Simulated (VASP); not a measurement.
Wanted: the native input for a VASP 6.6.1 run.

- Task: single point
- Functional: PBEsol
- Potentials or basis: VASP PAW PBE potentials, release 64 (Ti_sv, Al)
- Cutoff: 520 eV
- k mesh: 14 × 14 × 5
- Occupations: gaussian, width 0.15 eV
- Spin: no spin polarisation
- Dipole correction: no
- Further INCAR settings: ALGO = Fast; EDIFF = 1e-06; NBANDS = 32

The structure of TiAl lies in POSCAR:

```
TiAl
1.0
    0.0000000000     -3.1560751060      0.0000000000
    0.0000000000      0.0000000000     -3.1560751060
    9.4682253181     -0.5260125177     -1.0520250353
Ti Al
3 3
Direct
   -0.1250000000     -0.2500000000      0.7500000000
   -0.0138888889     -0.0277777778      0.0833333333
   -0.0694444444     -0.1388888889      0.4166666667
    0.3472222222      0.1944444444      0.9166666667
    0.4583333333      0.4166666667      0.2500000000
    0.4027777778      0.3055555556      0.5833333333
```

This cell differs from its parent crystal: the part above a cut slid along it.

One way to write it, as run:

INCAR

```
PREC     = Accurate       # precision mode
ENCUT    = 520            # plane-wave cutoff, eV
EDIFF    = 1E-6           # SCF threshold, eV
ISMEAR   = 0              # smearing method
SIGMA    = 0.15           # smearing width, eV
LREAL    = False          # projectors in reciprocal space
LASPH    = True           # aspherical terms in the spheres
NELM     = 100            # most SCF steps
ALGO     = Fast           # electronic algorithm
ISIF     = 2              # what is computed and relaxed
LWAVE    = False          # write WAVECAR
LCHARG   = False          # write CHGCAR
GGA      = PS             # functional
NBANDS   = 32             # bands
```

KPOINTS

```
Automatic mesh
0
Gamma
  14 14 5
```

Potentials or basis: VASP PAW PBE potentials, release 64 (Ti_sv, Al).

The run is started by

```console
$ cat potpaw_PBE.64/Ti_sv/POTCAR potpaw_PBE.64/Al/POTCAR > POTCAR
$ mpirun -np 1 vasp_std > vasp.out
```

It gave:

```json
{"Pressure": "8.6 GPa", "Largest force": "8.963 eV/Å", "Band gap on the k mesh": "zero (an odd number of electrons rules out a gap without spin polarisation)"}
```

Caveat: the cell differs from its parent crystal (the part above a cut slid along it); the stress differs along the axes, from -1 to 19 GPa; the PAW data sets were made with another functional, which shifts forces and pressure a little.

It took 63 min on 1 thread of Oxide Virtual Turin-like Processor, with other jobs on the host, peak memory 1.1 GiB.
